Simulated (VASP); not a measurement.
Input of a VASP 6.6.1 run:

The input INCAR:

```
SYSTEM = Y
PREC     = Accurate       ! precision mode
ENCUT    = 520            ! plane-wave cutoff, eV
EDIFF    = 1E-7           ! SCF threshold, eV
ISMEAR   = -1             ! smearing method
SIGMA    = 0.05           ! smearing width, eV
LREAL    = .False.        ! projectors in reciprocal space
LASPH    = .True.         ! aspherical terms in the spheres
NELM     = 100            ! most SCF steps
ALGO     = Normal         ! electronic algorithm
ISIF     = 2              ! what is computed and relaxed
LWAVE    = .False.        ! write WAVECAR
LCHARG   = .False.        ! write CHGCAR
GGA      = RP             ! functional
NBANDS   = 18             ! bands
```

The input KPOINTS:

```
regular mesh
0
Gamma
  8 8 5
  0 0 0
```

POSCAR

```
Y
1.0
    3.6978241919      0.0000000000      0.0000000000
   -1.8489120960      3.2024096889      0.0000000000
    0.0000000000      0.0000000000      5.7735749907
Y
2
Direct
    0.6666666667      0.3333333333      0.7500000000
    0.3333333333      0.6666666667      0.2500000000
```

Potentials or basis: VASP PAW PBE potentials, release 64 (Y_sv).

Command:

```console
$ cat potpaw_PBE.64/Y_sv/POTCAR > POTCAR
$ mpirun -np 1 vasp_std > vasp.out
```

Task: Predict the band gap on the k mesh.

Result: Zero (bands 11 and 12 overlap by 1.26 eV).

Task: Estimate the pressure.

Result: -0.1 GPa.

Caveat: the PAW data sets were made with another functional, which shifts forces and pressure a little.
